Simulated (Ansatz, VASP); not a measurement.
**Sb2Se3: VASP beside Ansatz**

```
Sb Se
1.0
    -2.72446    2.72446    4.90842
     2.72446   -2.72446    4.90842
     2.72446    2.72446   -4.90842
Sb Se
2 3
Direct
  0.50000 0.00000 0.50000
  0.00000 0.50000 0.50000
  0.64850 0.64850 0.00000
  0.35150 0.35150 0.00000
  0.00000 0.00000 0.00000
```

Alike in both runs: functional PBE; k mesh 3 × 3 × 3; occupations gaussian, width 0.15 eV; no spin polarisation.

Ansatz relaxed the structure, and its values are those at the end. VASP's run is a single point on that final structure, the one shown.

|  | VASP | Ansatz |
| --- | --- | --- |
| version | VASP 6.6.1 | Ansatz 0.2.0 |
| potentials or method | VASP PAW PBE potentials, release 64 (Sb, Se), cutoff 500 eV | scalar-relativistic, plane waves, PAW |
| valence electrons in the cell | 28 | 78 |

Ansatz gave:

```
gap on the k mesh at the Fermi level (eV) : none
pressure (GPa)                            : 0.1
rms of the force components (eV/Å)        : 0.015
```

Question: Which values does VASP return?

Answer: gap on the k mesh at the Fermi level (eV): none; pressure (GPa): 0.0; rms of the force components (eV/Å): 0.019.

A gap of «none» marks a metal or a gap that the smearing closes. VASP's potentials hold 28 valence electrons a cell and Ansatz's 78, so a difference there can come from the potentials and not from the codes.

The k mesh is coarse, so the values compare programs but aren't converged. Spin-orbit coupling is off throughout.
